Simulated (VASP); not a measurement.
# MnF2 (P4_2/mnm) in VASP: a series of runs

MnF2 is run at these levels: PBE+U; tasks: single point.

Program: VASP 6.6.1. These are calculated values, not measurements. Logs are shortened: lines on timing, memory, paths and dates and some standing lists are left out, and cuts for length are marked.

### Step 1. The cell of the first run

It takes space group P4_2/mnm (No. 136, tetragonal). Conventional cell: a = 4.851 Å, b = 4.851 Å, c = 3.304 Å, α = 90.00°, β = 90.00°, γ = 90.00°. Within 2.8 Å of F (site symmetry m2m) lie 3 Mn at 2.09 to 2.13 Å and 1 F at 2.68 Å. Within 2.8 Å of Mn (site symmetry mmm) lie 6 F at 2.09 to 2.13 Å.

### Step 2. Single point, PBE+U, collinear spin, ferromagnetic start

Input file INCAR:

```
PREC = Accurate
ENCUT = 520
EDIFF = 1E-7
ISMEAR = 0
SIGMA = 0.02
LREAL = False
LASPH = True
NELM = 150
ALGO = Normal
ISIF = 2
LWAVE = False
LCHARG = False
ISPIN = 2
MAGMOM = 0 0 0 0 4.5 4.5
LORBIT = 11
LMAXMIX = 4
LDAU = True
LDAUTYPE = 2
LDAUL = -1 2
LDAUU = 0 3.9
LDAUJ = 0 0
LDAUPRINT = 1
GGA = PE
NBANDS = 40
```

Input file KPOINTS:

```
regular mesh
0
Gamma
  5 5 6
```

Input file POSCAR:

```
MnF2
1.0
    4.8509000000      0.0000000000      0.0000000000
    0.0000000000      4.8509000000      0.0000000000
    0.0000000000      0.0000000000      3.3043000000
F Mn
4 2
Direct
    0.3046000000      0.3046000000      0.0000000000
    0.1954000000      0.8046000000      0.5000000000
    0.6954000000      0.6954000000      0.0000000000
    0.8046000000      0.1954000000      0.5000000000
    0.0000000000      0.0000000000      0.0000000000
    0.5000000000      0.5000000000      0.5000000000
```

Potentials or basis: VASP PAW PBE potentials, release 64 (F, Mn_pv).

Started as:

```
$ cat potpaw_PBE.64/F/POTCAR potpaw_PBE.64/Mn_pv/POTCAR > POTCAR
$ mpirun -np 1 vasp_std > vasp.out
```

OUTCAR:

```text
PREC = Accurate
   ENCUT = 520
   EDIFF = 1E-7
   ISMEAR = 0
   LREAL = False
   LASPH = True
   NELM = 150
   ISIF = 2
   ISPIN = 2
   LORBIT = 11
   GGA = PE

 ion  position               nearest neighbor table
   1  0.305  0.305  0.000-   5 2.09   6 2.13   6 2.13
   2  0.195  0.805  0.500-   6 2.09   5 2.13   5 2.13
   3  0.695  0.695  0.000-   5 2.09   6 2.13   6 2.13
   4  0.805  0.195  0.500-   6 2.09   5 2.13   5 2.13
   5  0.000  0.000  0.000-   1 2.09   3 2.09   2 2.13   4 2.13   2 2.13   4 2.13
   6  0.500  0.500  0.500-   2 2.09   4 2.09   3 2.13   1 2.13   1 2.13   3 2.13

  LATTYP: Found a simple tetragonal cell.
 ALAT       =     4.8509000000
 C/A-ratio  =     0.6811725659

  Lattice vectors:

 A1 = (   4.8509000000,   0.0000000000,   0.0000000000)
 A2 = (   0.0000000000,   4.8509000000,   0.0000000000)
 A3 = (   0.0000000000,   0.0000000000,   3.3043000000)

Analysis of symmetry for initial positions (statically):
=====================================================================
 Subroutine PRICEL returns:
 Original cell was already a primitive cell.

 Routine SETGRP: Setting up the symmetry group for a
 simple tetragonal supercell.

 Subroutine GETGRP returns: Found 16 space group operations
 (whereof  8 operations were pure point group operations)
 out of a pool of 16 trial point group operations.

The static configuration has the point symmetry D_2h.
 The point group associated with its full space group is D_4h.

Analysis of symmetry for dynamics (positions and initial velocities):
=====================================================================
 Subroutine PRICEL returns:
 Original cell was already a primitive cell.

 Routine SETGRP: Setting up the symmetry group for a
 simple tetragonal supercell.

 Subroutine GETGRP returns: Found 16 space group operations
 (whereof  8 operations were pure point group operations)
 out of a pool of 16 trial point group operations.

The dynamic configuration has the point symmetry D_2h.
 The point group associated with its full space group is D_4h.

Analysis of structural, dynamic, and magnetic symmetry:
=====================================================================
 Subroutine PRICEL returns:
 Original cell was already a primitive cell.

 Routine SETGRP: Setting up the symmetry group for a
 simple tetragonal supercell.

 Subroutine GETGRP returns: Found 16 space group operations
[... 219 lines left out ...]
  o =  0.9869  v = -0.7913  0.0000 -0.6114  0.0000 -0.0000  0.0000  0.0000  0.0000  0.0000  0.0000      0.0000  0.0000  0.0000  0.0000  0.0000  0.0000  0.0000  0.0000  0.0000  0.0000

 number of electron      54.0000030 magnetization      10.0000018

 Free energy of the ion-electron system (eV)
  ---------------------------------------------------
  ext. energy  EPLUGINS =         0.00000000
  ---------------------------------------------------
  free energy    TOTEN  =       -37.80835488 eV

  energy without entropy =      -37.80835488  energy(sigma->0) =      -37.80835488

 E-fermi :   2.4602     XC(G=0):  -9.7894

 val. band max:        2.3154110059   @ k =   0.0000   0.0000   0.0000
 cond. band min:       4.7016061748   @ k =   0.0000   0.0000   0.0000
 fundamental gap:      2.3861951689
 Fermi energy:         2.4602456373

 spin component 1

 k-point     1 :       0.0000    0.0000    0.0000
  band No.  band energies     occupation
      1     -46.6390      1.00000
      2     -46.6390      1.00000
      3     -46.5772      1.00000
      4     -46.5772      1.00000
      5     -46.5767      1.00000
      6     -46.5747      1.00000
[... 997 lines left out ...]
     38      12.3524      0.00000
     39      13.0333      0.00000
 Fermi energy:         2.4602456373

 spin component 2

 k-point     1 :       0.0000    0.0000    0.0000
  band No.  band energies     occupation
      1     -41.5961      1.00000
      2     -41.5961      1.00000
      3     -41.5231      1.00000
      4     -41.5231      1.00000
      5     -41.5185      1.00000
      6     -41.5155      1.00000
[... 997 lines left out ...]
     38      13.1973      0.00000
     39      13.8691      0.00000
 [bands above 39 left out]

------------------------ aborting loop because EDIFF is reached ----------------------------------------

  FORCE on cell =-STRESS in cart. coord.  units (eV):
  Direction    XX          YY          ZZ          XY          YZ          ZX
  --------------------------------------------------------------------------------------
  -------------------------------------------------------------------------------------
  Total        2.8739999      2.8739999      3.0827487      0.0000000      0.0000000      0.0000000
  in kB       59.2206565     59.2206565     63.5220627      0.0000000      0.0000000      0.0000000
  external PRESSURE =      60.6544586 kB  Pullay stress =       0.0000000 kB

 VOLUME and BASIS-vectors are now :
 -----------------------------------------------------------------------------
  energy-cutoff  :      520.00
  volume of cell :       77.75
      direct lattice vectors                 reciprocal lattice vectors
     4.850900000  0.000000000  0.000000000     0.206147313  0.000000000  0.000000000
     0.000000000  4.850900000  0.000000000     0.000000000  0.206147313  0.000000000
     0.000000000  0.000000000  3.304300000     0.000000000  0.000000000  0.302635959

 POSITION                                       TOTAL-FORCE (eV/Angst)
 -----------------------------------------------------------------------------------
      1.47758      1.47758      0.00000        -0.008620     -0.008620      0.000000
      0.94787      3.90303      1.65215         0.008620     -0.008620      0.000000
      3.37332      3.37332      0.00000         0.008620      0.008620      0.000000
      3.90303      0.94787      1.65215        -0.008620      0.008620      0.000000
      0.00000      0.00000      0.00000         0.000000     -0.000000      0.000000
      2.42545      2.42545      1.65215         0.000000     -0.000000      0.000000
 -----------------------------------------------------------------------------------
    total drift:                                0.000000      0.000000     -0.000000

  FREE ENERGIE OF THE ION-ELECTRON SYSTEM (eV)
  ---------------------------------------------------
  free  energy   TOTEN  =       -37.8083548765 eV

  energy  without entropy=      -37.8083548765  energy(sigma->0) =      -37.80835488

 total charge

# of ion       s       p       d       tot
------------------------------------------
    1        1.734   4.382   0.000   6.116
    2        1.734   4.382   0.000   6.116
    3        1.734   4.382   0.000   6.116
    4        1.734   4.382   0.000   6.116
    5        0.167   6.151   4.955  11.273
    6        0.167   6.151   4.955  11.273
--------------------------------------------------
tot          7.269  29.830   9.911  47.010

 magnetization (x)

# of ion       s       p       d       tot
------------------------------------------
    1        0.007   0.053   0.000   0.059
    2        0.007   0.053   0.000   0.059
    3        0.007   0.053   0.000   0.059
    4        0.007   0.053   0.000   0.059
    5        0.024   0.022   4.642   4.687
    6        0.024   0.022   4.642   4.687
--------------------------------------------------
tot          0.075   0.254   9.283   9.612
```

Wall time 57 s (1 thread of Intel Xeon 6975P-C (Granite Rapids), shared host); peak memory 0.27 GiB.

Results:

- Free energy: -37.8084 eV
- Pressure: 6.1 GPa
- Largest force: 0.012 eV/Å
- Band gap on the k mesh: 2.39 eV
- Net moment: 10.00 μB per cell
- Site moments: F +0.06; Mn +4.69 μB
- Valence electrons inside the program's atomic spheres: F 6.12; Mn 11.27

Forces on the atoms (eV/Å):
```
F   -0.009 -0.009  0.000
F    0.009 -0.009  0.000
F    0.009  0.009  0.000
F   -0.009  0.009  0.000
Mn   0.000  0.000  0.000
Mn   0.000  0.000  0.000
```

Eigenvalues of the final occupation matrices:
```csv
site,spin,trace,eigenvalues
site 5 d,1,4.81,0.95 0.95 0.95 0.98 0.99
site 5 d,2,0.16,0.01 0.01 0.01 0.06 0.06
site 6 d,1,4.81,0.95 0.95 0.95 0.98 0.99
site 6 d,2,0.16,0.01 0.01 0.01 0.06 0.06
```

Caveat: the cell stands under pressure; the run started ferromagnetic, and an antiferromagnetic order may lie lower in energy. The state reached can hang on the start; a lower one may exist.

### Step 3. Single point, PBE+U, collinear spin, zero start

Input file INCAR:

```
SYSTEM = MnF2
ALGO = Normal
EDIFF = 1E-7
ENCUT = 520
GGA = PE
ISIF = 2
ISMEAR = 0
ISPIN = 2
LASPH = .True.
LCHARG = .True.
LDAU = .True.
LDAUJ = 0 0
LDAUL = -1 2
LDAUPRINT = 1
LDAUTYPE = 2
LDAUU = 0 3.9
LELF = .True.
LMAXMIX = 4
LORBIT = 11
LREAL = .False.
LVHAR = .True.
LWAVE = .False.
MAGMOM = 0 0 0 0 0 0
NBANDS = 40
NELM = 150
NUPDOWN = 0.0
PREC = Accurate
SIGMA = 0.02
```

Input file KPOINTS:

```
k-points
0
Gamma
  5 5 6
  0 0 0
```

POSCAR is that of step 2.

Potentials or basis: VASP PAW PBE potentials, release 64 (F, Mn_pv).

Started as:

```
$ cat potpaw_PBE.64/F/POTCAR potpaw_PBE.64/Mn_pv/POTCAR > POTCAR
$ mpirun -np 1 vasp_std > vasp.out
```

Run time: 72 s. Hardware: 1 thread of Intel Xeon 6975P-C (Granite Rapids), shared host; peak memory 0.27 GiB.

Results (log left out):

```
Free energy                                           : -28.7585 eV
Pressure                                              : -10.6 GPa
Largest force                                         : 0.085 eV/Å
Net moment                                            : 0.00 μB per cell
Valence electrons inside the program's atomic spheres : F 6.08; Mn 11.32
```

Forces in eV/Å, atoms in the order of the input:
```
F    0.060  0.060  0.000
F   -0.060  0.060  0.000
F   -0.060 -0.060  0.000
F    0.060 -0.060  0.000
Mn   0.000  0.000  0.000
Mn   0.000  0.000  0.000
```

Stress tensor (GPa, compression positive):
```
 -9.64   0.00   0.00
  0.00  -9.64   0.00
  0.00   0.00 -12.65
```

Eigenvalues of the final occupation matrices:
| site | spin | trace | eigenvalues |
| --- | --- | --- | --- |
| site 5 d | 1 | 2.52 | 0.08 0.09 0.49 0.93 0.94 |
| site 5 d | 2 | 2.52 | 0.08 0.09 0.49 0.93 0.94 |
| site 6 d | 1 | 2.52 | 0.08 0.09 0.49 0.93 0.94 |
| site 6 d | 2 | 2.52 | 0.08 0.09 0.49 0.93 0.94 |

Caveat: the cell stands under tension; the total moment is fixed, so each spin has its own Fermi level.

### Step 4. Single point, PBE+U, collinear spin, ferromagnetic start

Input file INCAR:

```
  PREC = Accurate
  ENCUT = 520
  EDIFF = 1E-6
  ISMEAR = 0
  SIGMA = 0.02
  LREAL = F
  LASPH = T
  NELM = 150
  ALGO = Normal
  ISIF = 2
  LWAVE = F
  LCHARG = T
  ISPIN = 2
  MAGMOM = 0 0 0 0 2 2
  LORBIT = 11
  NUPDOWN = 4.0
  LMAXMIX = 4
  LDAU = T
  LDAUTYPE = 2
  LDAUL = -1 2
  LDAUU = 0 3.9
  LDAUJ = 0 0
  LDAUPRINT = 1
  GGA = PE
  LELF = T
  LVHAR = T
  NBANDS = 40
```

Input file KPOINTS:

```
regular mesh
0
Gamma
  5 5 6
```

POSCAR is that of step 3.

Started as:

```
$ cat potpaw_PBE.64/F/POTCAR potpaw_PBE.64/Mn_pv/POTCAR > POTCAR
$ mpirun -np 1 vasp_std > vasp.out
```

Wall time 89 s (1 thread of Intel Xeon 6975P-C (Granite Rapids), shared host); peak memory 0.27 GiB.

Results (log left out):

| Item | Value |
| --- | --- |
| Free energy | -30.8003 eV |
| Pressure | -2.7 GPa |
| Largest force | 0.199 eV/Å |
| Net moment | 4.00 μB per cell |
| Site moments | F -0.01; Mn +1.94 μB |
| Valence electrons inside the program's atomic spheres | F 6.09; Mn 11.31 |

Forces on the atoms (eV/Å):
```
F    0.141  0.141  0.000
F   -0.141  0.141  0.000
F   -0.141 -0.141  0.000
F    0.141 -0.141  0.000
Mn   0.000  0.000  0.000
Mn   0.000  0.000  0.000
```

Stress tensor (GPa, compression positive):
```
-2.32  0.00  0.00
 0.00 -2.32  0.00
 0.00  0.00 -3.45
```

Eigenvalues of the final occupation matrices:
| site | spin | trace | eigenvalues |
| --- | --- | --- | --- |
| site 5 d | 1 | 3.48 | 0.07 0.58 0.94 0.95 0.95 |
| site 5 d | 2 | 1.55 | 0.02 0.07 0.07 0.46 0.94 |
| site 6 d | 1 | 3.48 | 0.07 0.58 0.94 0.95 0.95 |
| site 6 d | 2 | 1.55 | 0.02 0.07 0.07 0.46 0.94 |

Caveat: the total moment is fixed, so each spin has its own Fermi level and the state may be an excited one; the run started ferromagnetic, and an antiferromagnetic order may lie lower in energy.

(Continued in part 2 of 2.)
